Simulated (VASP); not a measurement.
Runs of VASP 6.6.1 on Li2ZrO2. The structure is that of space group P-3m1 (No. 164), or close to it. The cells are those of the table. 

| task | cell | k mesh | cutoff (eV) | gap on the mesh (eV) | pressure (GPa) | relaxed volume (Å³/atom) | largest force (eV/Å) |
| --- | --- | --- | --- | --- | --- | --- | --- |
| single point | a = 3.251, b = 3.251, c = 5.361 Å, angles 90.0, 90.0, 120.0°, 5 atoms | 6 × 6 × 4 | 520 | none | - | - | (b) |
| relaxation of cell and atoms | relaxed from a = 3.074, b = 3.074, c = 5.922 Å, angles 90.0, 90.0, 120.0°, 5 atoms | 12 × 12 × 6 | 600 | none | 0.0 | 9.69 | 0.01 |
| relaxation of cell and atoms | relaxed from a = 3.251, b = 3.251, c = 5.361 Å, angles 90.0, 90.0, 120.0°, 5 atoms | 6 × 6 × 4 | 600 | none | 0.0 | 9.67 | 0.04 |
| single point | a = 3.073, b = 3.073, c = 5.932 Å, angles 90.0, 90.0, 120.0°, 5 atoms | 12 × 12 × 6 | 520 | none | - | - | (a) |
| single point | a = 3.074, b = 3.074, c = 5.922 Å, angles 90.0, 90.0, 120.0°, 5 atoms | 6 × 6 × 4 | 520 | none | - | - | 0.03 |

Alike in all rows: level PBE; potentials or basis VASP PAW PBE potentials, release 64 (Li_sv, Zr_sv, O); no spin polarisation; smearing gaussian 0.1 eV.

Fill in the values left out.

(a) 0.02; (b) 1.39.

Caveats: some runs use coarse meshes; the cutoff is under 1.25 times the usual one of these potentials, so pressure, stress and relaxed cells hold a basis-set (Pulay) error; forces of over 1 eV/Å act on the atoms, so gaps and moduli don't describe the material at rest (some runs).

A k mesh can miss the band edges, and the runs leave out spin-orbit coupling on Zr.

A gap of «none» marks levels without a gap at the run's occupations.
